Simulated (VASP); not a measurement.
# Si (P6_3/mmc) in VASP: a series of runs

Si is run at these levels: PBE; tasks: single point.

Everything below comes from runs of VASP 6.6.1. Logs are shortened: lines on timing, memory, paths and dates and some standing lists are left out, and cuts for length are marked.

### 1 The cell of the first run

Symmetry: P6_3/mmc, No. 194, hexagonal system. Conventional cell: a = 3.995 Å, b = 3.995 Å, c = 5.915 Å, α = 90.00°, β = 90.00°, γ = 120.00°. Si (site symmetry 3m) has 4 Si at 2.35 to 2.49 Å within 3.1 Å.

This isn't the form of Si at room conditions, which is diamond.

### 2 Single point, PBE

INCAR

```
PREC     = Accurate       # precision mode
ENCUT    = 520            # plane-wave cutoff, eV
EDIFF    = 1E-6           # SCF threshold, eV
ISMEAR   = 0              # smearing method
SIGMA    = 0.05           # smearing width, eV
LREAL    = False          # projectors in reciprocal space
LASPH    = True           # aspherical terms in the spheres
NELM     = 100            # most SCF steps
ALGO     = Normal         # electronic algorithm
ISIF     = 2              # what is computed and relaxed
LWAVE    = False          # write WAVECAR
LCHARG   = False          # write CHGCAR
GGA      = PE             # functional
NBANDS   = 16             # bands
```

KPOINTS

```
regular mesh
0
Gamma
  12 12 6
```

POSCAR

```
Si
1.0
    3.9946794941      0.0000000000      0.0000000000
   -1.9973397471      3.4594939219      0.0000000000
    0.0000000000      0.0000000000      5.9153213949
Si
4
Direct
    0.3333333333      0.6666666667      0.0393645135
    0.6666666667      0.3333333333      0.5393645135
    0.3333333333      0.6666666667      0.4606354865
    0.6666666667      0.3333333333      0.9606354865
```

Potentials or basis: VASP PAW PBE potentials, release 64 (Si).

Command:

```
$ cat potpaw_PBE.64/Si/POTCAR > POTCAR
$ mpirun -np 1 vasp_std > vasp.out
```

OUTCAR:

```text
PREC = Accurate
   ENCUT = 520
   EDIFF = 1E-6
   ISMEAR = 0
   LREAL = False
   LASPH = True
   NELM = 100
   ISIF = 2
   GGA = PE

 ion  position               nearest neighbor table
   1  0.333  0.667  0.039-   4 2.35   4 2.35   4 2.35   3 2.49
   2  0.667  0.333  0.539-   3 2.35   3 2.35   3 2.35   4 2.49
   3  0.333  0.667  0.461-   2 2.35   2 2.35   2 2.35   1 2.49
   4  0.667  0.333  0.961-   1 2.35   1 2.35   1 2.35   2 2.49

  LATTYP: Found a hexagonal cell.
 ALAT       =     3.9946794941
 C/A-ratio  =     1.4808000000

  Lattice vectors:

 A1 = (   3.9946794941,   0.0000000000,   0.0000000000)
 A2 = (  -1.9973397471,   3.4594939219,   0.0000000000)
 A3 = (   0.0000000000,   0.0000000000,   5.9153213949)

Analysis of symmetry for initial positions (statically):
=====================================================================
 Subroutine PRICEL returns:
 Original cell was already a primitive cell.

 Routine SETGRP: Setting up the symmetry group for a
 hexagonal supercell.

 Subroutine GETGRP returns: Found 24 space group operations
 (whereof 12 operations were pure point group operations)
 out of a pool of 24 trial point group operations.

The static configuration has the point symmetry D_3d.
 The point group associated with its full space group is D_6h.

Analysis of symmetry for dynamics (positions and initial velocities):
=====================================================================
 Subroutine PRICEL returns:
 Original cell was already a primitive cell.

 Routine SETGRP: Setting up the symmetry group for a
 hexagonal supercell.

 Subroutine GETGRP returns: Found 24 space group operations
 (whereof 12 operations were pure point group operations)
 out of a pool of 24 trial point group operations.

The dynamic configuration has the point symmetry D_3d.
 The point group associated with its full space group is D_6h.

 Subroutine INISYM returns: Found 24 space group operations
 (whereof 12 operations are pure point group operations),
 and found     1 'primitive' translations

----------------------------------------------------------------------------------------

                                     Primitive cell

  volume of cell :      81.7472

  direct lattice vectors                    reciprocal lattice vectors
     3.994679494  0.000000000  0.000000000     0.250332975  0.144529810  0.000000000
    -1.997339747  3.459493922  0.000000000     0.000000000  0.289059620  0.000000000
     0.000000000  0.000000000  5.915321395     0.000000000  0.000000000  0.169052522

  length of vectors
     3.994679494  3.994679494  5.915321395     0.289059620  0.289059620  0.169052522

  position of ions in fractional coordinates (direct lattice)
     0.333333333  0.666666667  0.039364513
     0.666666667  0.333333333  0.539364513
     0.333333333  0.666666667  0.460635487
     0.666666667  0.333333333  0.960635487

  ion indices of the primitive-cell ions
   primitive index   ion index
                 1           1
                 2           2
                 3           3
                 4           4

----------------------------------------------------------------------------------------

 KPOINTS: regular mesh

Automatic generation of k-mesh.
 Grid dimensions read from file:
 generate k-points for:   12   12    6

 Generating k-lattice:

  Cartesian coordinates                     Fractional coordinates (reciprocal lattice)
     0.020861081  0.012044151  0.000000000     0.083333333 -0.000000000  0.000000000
     0.000000000  0.024088302  0.000000000     0.000000000  0.083333333  0.000000000
     0.000000000  0.000000000  0.028175420     0.000000000  0.000000000  0.166666667

  Length of vectors
     0.024088302  0.024088302  0.028175420

  Shift w.r.t. Gamma in fractional coordinates (k-lattice)
     0.000000000  0.000000000  0.000000000

 Subroutine IBZKPT returns following result:
 ===========================================

 Found     76 irreducible k-points:

 Following reciprocal coordinates:
            Coordinates               Weight
  0.000000  0.000000  0.000000      1.000000
  0.083333 -0.000000  0.000000      6.000000
  0.166667 -0.000000  0.000000      6.000000
  0.250000 -0.000000  0.000000      6.000000
  0.333333 -0.000000  0.000000      6.000000
  0.416667 -0.000000  0.000000      6.000000
[... 16 lines left out ...]
  0.250000 -0.000000  0.166667     12.000000
  0.333333 -0.000000  0.166667     12.000000
 [... further k-points ...]
   k-points           NKPTS =     76   k-points in BZ     NKDIM =     76   number of bands    NBANDS=     16
   number of dos      NEDOS =    301   number of ions     NIONS =      4
   total plane-waves  NPLWV =  43200
   dimension x,y,z NGX =    30 NGY =   30 NGZ =   48
   dimension x,y,z NGXF=    60 NGYF=   60 NGZF=   96
   ions per type =               4
   NGX,Y,Z   is equivalent  to a cutoff of  12.49, 12.49, 13.49 a.u.
   NGXF,Y,Z  is equivalent  to a cutoff of  24.97, 24.97, 26.98 a.u.
 SYSTEM =  unknown system
   PREC   = accura    normal or accurate (medium, high low for compatibility)
   ISTART =      0    job   : 0-new  1-cont  2-samecut
   ICHARG =      2    charge: 1-file 2-atom 10-const
   ISPIN  =      1    spin polarized calculation?
   LNONCOLLINEAR =      F non collinear calculations
   LSORBIT =      F    spin-orbit coupling
   LASPH  =      T    aspherical Exc in radial PAW
   ENCUT  =  520.0 eV  38.22 Ry    6.18 a.u.   7.43  7.43 11.00*2*pi/ulx,y,z
   NELM   =    100;   NELMIN=  2; NELMDL= -5     # of ELM steps
   EDIFF  = 0.1E-05   stopping-criterion for ELM
   LREAL  =      F    real-space projection
   EDIFFG = 0.1E-04   stopping-criterion for IOM
   NSW    =      0    number of steps for IOM
   IBRION =     -1    ionic relax: 0-MD 1-quasi-New 2-CG
   NFREE  =      0    steps in history (QN), initial steepest desc. (CG)
   ISIF   =      2    stress and relaxation
   ISYM   =      2    0-nonsym 1-usesym 2-fastsym
   POTIM  = 0.5000    time-step for ionic-motion
   TEBEG  =    0.0;   TEEND  =   0.0 temperature during run
   PSTRESS=    0.0 pullay stress
   NELECT =      16.0000    total number of electrons
   NUPDOWN=      -1.0000    fix difference up-down
   EMIN   =  10.00;   EMAX   =-10.00  energy-range for DOS
   EFERMI =   0.00;   METHOD = LEGACY
   ISMEAR =     0;   SIGMA  =   0.05  broadening in eV -4-tet -1-fermi 0-gaus
   EFERMI_NEDOS =   21; number of points for ismear=-14 and -15
   IALGO  =     38    algorithm
   IMIX   =      4    mixing-type and parameters
     AMIX     =   0.40;   BMIX     =  1.00
     AMIX_MAG =   1.60;   BMIX_MAG =  1.00
  volume/ion in A,a.u.               =      20.44       137.91
  Fermi-wavevector in a.u.,A,eV,Ry     =   0.950511  1.796206 12.292475  0.903471
  Thomas-Fermi vector in A             =   2.078895
   LORBIT       =      0    0 simple, 1 ext, 2 COOP (PROOUT), +10 PAW based schemes
   GGA     = PE    functional components
   LHFCALC =     F    Hartree Fock is set to
   AEXX    =    0.0000 exact exchange contribution
   IVDW    =     0    specifies the selected vdW correction
   LEPSILON=     F    determine dielectric tensor
   LRPA    =     F    only Hartree local field effects (RPA)
 non-spin polarized calculation
 Gauss-broadening in eV      SIGMA  =   0.05
  energy-cutoff  :      520.00
  volume of cell :       81.75
 maximum number of plane-waves:      2242
 NGX is ok and might be reduce to    30
   NGX = 15   NGY = 15   NGZ = 21

 number of electron      15.9999999 magnetization

 Free energy of the ion-electron system (eV)
  ---------------------------------------------------
  ext. energy  EPLUGINS =         0.00000000
  ---------------------------------------------------
  free energy    TOTEN  =       -21.00106528 eV

  energy without entropy =      -21.00007108  energy(sigma->0) =      -21.00056818

 E-fermi :   5.8950     XC(G=0):  -9.3455

 val. band max:        5.8574422596   @ k =   0.1667  -0.0000   0.0000
 cond. band min:       5.9072475244   @ k =   0.1667  -0.0000   0.1667
 fundamental gap:      0.0498052647
 Fermi energy:         5.8950489960

 k-point     1 :       0.0000    0.0000    0.0000
  band No.  band energies     occupation
      1      -6.2241      2.00000
      2      -3.6034      2.00000
      3      -0.4207      2.00000
      4       3.6155      2.00000
      5       3.6155      2.00000
      6       5.1485      2.00000
[... 8 lines left out ...]
     15       9.7234      0.00000
     16      11.5996      0.00000

 k-point     2 :       0.0833   -0.0000    0.0000
  band No.  band energies     occupation
      1      -6.1499      2.00000
      2      -3.5289      2.00000
      3      -0.3858      2.00000
      4       2.8526      2.00000
      5       3.4775      2.00000
      6       4.8074      2.00000
[... 8 lines left out ...]
     15       9.9917      0.00000
     16      11.2792      0.00000

 k-point     3 :       0.1667   -0.0000    0.0000
  band No.  band energies     occupation
      1      -5.9293      2.00000
      2      -3.3072      2.00000
      3      -0.3363      2.00000
      4       1.7562      2.00000
      5       3.1614      2.00000
      6       3.7112      2.00000
[... 8 lines left out ...]
     15      10.8635      0.00000
     16      10.9345      0.00000

 k-point     4 :       0.2500   -0.0000    0.0000
  band No.  band energies     occupation
      1      -5.5692      2.00000
      2      -2.9448      2.00000
      3      -0.5681      2.00000
      4       1.0763      2.00000
      5       2.5361      2.00000
      6       2.8183      2.00000
[... 8 lines left out ...]
     15      11.0681      0.00000
     16      11.7725      0.00000

 k-point     5 :       0.3333   -0.0000    0.0000
  band No.  band energies     occupation
      1      -5.0885      2.00000
      2      -2.4593      2.00000
      3      -1.3275      2.00000
      4       1.1257      2.00000
      5       1.4306      2.00000
      6       2.5365      2.00000
[... 8 lines left out ...]
     15      11.7570      0.00000
     16      13.0616      0.00000

 k-point     6 :       0.4167   -0.0000    0.0000
  band No.  band energies     occupation
      1      -4.5507      2.00000
      2      -2.1607      2.00000
      3      -1.9114      2.00000
      4       0.4991      2.00000
      5       1.4691      2.00000
      6       2.3562      2.00000
[... 8 lines left out ...]
     15      13.0929      0.00000
     16      13.2002      0.00000
[... 267 lines left out ...]
 k-point    21 :       0.0833   -0.0000    0.1667
  band No.  band energies     occupation
      1      -6.0463      2.00000
      2      -3.8957      2.00000
      3       0.1643      2.00000
      4       2.9552      2.00000
      5       3.5602      2.00000
      6       4.5246      2.00000
[... 8 lines left out ...]
     15      10.0505      0.00000
     16      11.7964      0.00000

 k-point    22 :       0.1667   -0.0000    0.1667
  band No.  band energies     occupation
      1      -5.8259      2.00000
      2      -3.6768      2.00000
      3       0.1661      2.00000
      4       1.9143      2.00000
      5       3.2455      2.00000
      6       3.3831      2.00000
[... 8 lines left out ...]
     15      10.5953      0.00000
     16      11.4907      0.00000

 k-point    23 :       0.2500   -0.0000    0.1667
  band No.  band energies     occupation
      1      -5.4662      2.00000
      2      -3.3210      2.00000
      3      -0.2456      2.00000
      4       1.4200      2.00000
      5       2.2004      2.00000
      6       2.9035      2.00000
[... 8 lines left out ...]
     15      11.5827      0.00000
     16      11.6076      0.00000

 k-point    24 :       0.3333   -0.0000    0.1667
  band No.  band energies     occupation
      1      -4.9864      2.00000
      2      -2.8549      2.00000
      3      -1.1140      2.00000
      4       1.0930      2.00000
      5       1.5964      2.00000
      6       2.6224      2.00000
[... 8 lines left out ...]
     15      11.8940      0.00000
     16      12.8555      0.00000

 [... further k-points ...]
[... 5 lines left out ...]
  --------------------------------------------------------------------------------------
  -------------------------------------------------------------------------------------
  Total       -1.4113038     -1.4113038      1.3665460      0.0000000      0.0000000      0.0000000
  in kB      -27.6603851    -27.6603851     26.7831710      0.0000000      0.0000000      0.0000000
  external PRESSURE =      -9.5125331 kB  Pullay stress =       0.0000000 kB

 VOLUME and BASIS-vectors are now :
 -----------------------------------------------------------------------------
  energy-cutoff  :      520.00
  volume of cell :       81.75
      direct lattice vectors                 reciprocal lattice vectors
     3.994679494  0.000000000  0.000000000     0.250332975  0.144529810  0.000000000
    -1.997339747  3.459493922  0.000000000     0.000000000  0.289059620  0.000000000
     0.000000000  0.000000000  5.915321395     0.000000000  0.000000000  0.169052522

 POSITION                                       TOTAL-FORCE (eV/Angst)
 -----------------------------------------------------------------------------------
     -0.00000      2.30633      0.23285         0.000000     -0.000000      1.457988
      1.99734      1.15316      3.19051        -0.000000      0.000000      1.457988
     -0.00000      2.30633      2.72481         0.000000     -0.000000     -1.457988
      1.99734      1.15316      5.68247        -0.000000      0.000000     -1.457988
 -----------------------------------------------------------------------------------
    total drift:                               -0.000000      0.000000     -0.000000

  FREE ENERGIE OF THE ION-ELECTRON SYSTEM (eV)
  ---------------------------------------------------
  free  energy   TOTEN  =       -21.0010652841 eV

  energy  without entropy=      -21.0000710801  energy(sigma->0) =      -21.00056818
```

Wall time 1.9 min (1 thread of Intel Xeon 8259CL, shared host); peak memory 0.23 GiB.

Results:

```yaml
Free_energy: -21.0011 eV
Pressure: -1.0 GPa
Largest_force: 1.458 eV/Å
Band_gap_on_the_k_mesh: zero (bands 8 and 9 overlap by 0.74 eV)
```

Forces in eV/Å, atoms in the order of the input:
```
Si   0.000  0.000  1.458
Si   0.000  0.000  1.458
Si   0.000  0.000 -1.458
Si   0.000  0.000 -1.458
```

Caveat: semilocal functionals underestimate gaps, so a narrow gap can read as zero; forces of over 1 eV/Å act on the atoms, so gaps and moduli don't describe the material at rest.

[end of part 1 of 2]
